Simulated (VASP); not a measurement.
## Mg2Si: single point with r2SCAN

Crystal: Mg2Si.

```
Mg Si
1.0
     3.03224    3.03224    0.00000
    -3.03224    3.03224    0.00000
     0.00000    3.03224    3.03224
Mg Si
2 1
Direct
  0.25000 0.75000 0.50000
  0.75000 0.25000 0.50000
  0.00000 0.00000 0.00000
```

- Program: VASP 6.6.1
- Task: single point
- Functional: r2SCAN
- Potentials or basis: VASP PAW PBE potentials, release 64 (Mg, Si)
- Cutoff: 660 eV
- k mesh: 6 × 6 × 6
- Occupations: gaussian, width 0.01 eV
- Spin: no spin polarisation
- Dipole correction: no
- Further INCAR settings: ALGO = Normal; EDIFF = 1e-06; NBANDS = 11

```
Pressure               : 9.7 GPa
Band gap on the k mesh : 0.27 eV (least direct gap 2.50 eV)
```

Levels at points of the mesh, in eV from the valence-band top:
```
           k point  band 1  band 2  band 3  band 4  band 5  band 6  band 7  band 8
(0.00, 0.00, 0.00)  -10.16    0.00    0.00    0.00    3.05    3.05    3.05    3.38
(0.50, 0.00, 0.00)   -8.41   -5.36   -0.78   -0.78    2.30    2.89    2.89    6.00
(0.50, 0.50, 0.00)   -7.72   -4.91   -2.22   -2.22    0.27    0.96    9.52    9.52
```

It took 28 s on 1 thread of Intel(R) Xeon(R) 6975P-C (Granite Rapids), on a shared host, peak memory 0.21 GiB.

Caveat: the cell stands under pressure; semilocal functionals underestimate gaps, and a narrow one can read as zero; the PAW data sets were made with another functional, which shifts forces and pressure a little. A k mesh can miss the band edges.
